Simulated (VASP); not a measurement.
**C: single point with LDA**

C, a slab with vacuum:

```
C
1.0
     2.49731    0.00000    0.00000
     0.00000    3.53172    0.00000
     0.00000    0.00000    7.60110
C
4
Direct
  0.00000 0.33608 0.46046
  0.50000 0.16392 0.46046
  0.50000 0.83608 0.53954
  0.00000 0.66392 0.53954
```

| Item | Value |
| --- | --- |
| Program | VASP 6.6.1 |
| Task | single point |
| Functional | LDA |
| Potentials or basis | VASP PAW LDA potentials, release 64 (C) |
| Cutoff | 520 eV |
| k mesh | 10 × 7 × 1 |
| Occupations | fermi-dirac, width 0.02 eV |
| Spin | no spin polarisation |
| Dipole correction | yes |
| Further INCAR settings | ALGO = Normal; EDIFF = 1e-07; NBANDS = 16 |

```yaml
Largest_force: 0.036 eV/Å
Band_gap_on_the_k_mesh: zero (bands 8 and 9 overlap by 0.98 eV)
```

Forces in eV/Å, atoms in the order of the input:
```
C    0.000 -0.009 -0.034
C    0.000  0.009 -0.034
C    0.000 -0.009  0.034
C    0.000  0.009  0.034
```

Levels at points of the mesh, in eV from the Fermi level:
```csv
k point,band 5,band 6,band 7,band 8,band 9,band 10,band 11,band 12
"(0.00, 0.00, 0.00)",-8.67,-5.74,-3.89,0.23,0.55,3.31,4.51,5.19
"(0.50, 0.00, 0.00)",-9.59,-9.59,-4.03,-4.03,1.55,1.55,8.31,8.31
```

Run time: 17 s on 1 thread of Intel(R) Xeon(R) Platinum 8488C (Sapphire Rapids), on a shared host, peak memory 0.15 GiB.
